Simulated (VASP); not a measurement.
Wanted: the native input for a VASP 6.6.1 run.

```
Task                   : single point
Functional             : PBE
Potentials or basis    : VASP PAW PBE potentials, release 64 (Mo_sv, C, O)
Cutoff                 : 520 eV
k mesh                 : 6 × 6 × 1
Occupations            : gaussian, width 0.1 eV
Spin                   : no spin polarisation
Dipole correction      : yes
Further INCAR settings : ALGO = Normal; EDIFF = 1e-06; NBANDS = 57
```

The structure of Mo6CO lies in POSCAR:

```
Mo6CO
1.0
    4.4695765303      0.0000000000      0.0000000000
   -2.2347882651      3.8707668194      0.0000000000
    0.0000000000      0.0000000000     22.2595667262
Mo C O
6 1 1
Direct
    0.6666666667      0.3333333333      0.1796980170
    0.3333333333      0.6666666667      0.2206848206
    0.0000000000      0.0000000000      0.2616716241
    0.6666666667      0.3333333333      0.2990464568
    0.3333333333      0.6666666667      0.3355219825
    0.0000000000      0.0000000000      0.3710569405
    0.1666666667      0.3333333333      0.4537180283
    0.2964328752      0.5928657504      0.4797742408
```

These files were run (other wordings do the same):

INCAR

```
SYSTEM = Mo6CO
  ALGO = Normal
  DIPOL = 0.5 0.5 0.325
  EDIFF = 1E-6
  ENCUT = 520
  GGA = PE
  IDIPOL = 3
  ISIF = 2
  ISMEAR = 0
  LASPH = .TRUE.
  LCHARG = .FALSE.
  LDIPOL = .TRUE.
  LREAL = .FALSE.
  LWAVE = .FALSE.
  NBANDS = 57
  NELM = 80
  PREC = Accurate
  SIGMA = 0.1
```

KPOINTS

```
k-points
0
G
  6 6 1
  0 0 0
```

Potentials or basis: VASP PAW PBE potentials, release 64 (Mo_sv, C, O).

Launch:

```console
$ cat potpaw_PBE.64/Mo_sv/POTCAR potpaw_PBE.64/C/POTCAR potpaw_PBE.64/O/POTCAR > POTCAR
$ mpirun -np 1 vasp_std > vasp.out
```

Results of the run:

The largest force is 2.392 eV/Å and the band gap on the k mesh is 0.04 eV, indirect (least direct gap 0.05 eV).

Run time: 15 min on 1 thread of Oxide Virtual Turin-like Processor, on a shared host, peak memory 0.6 GiB.
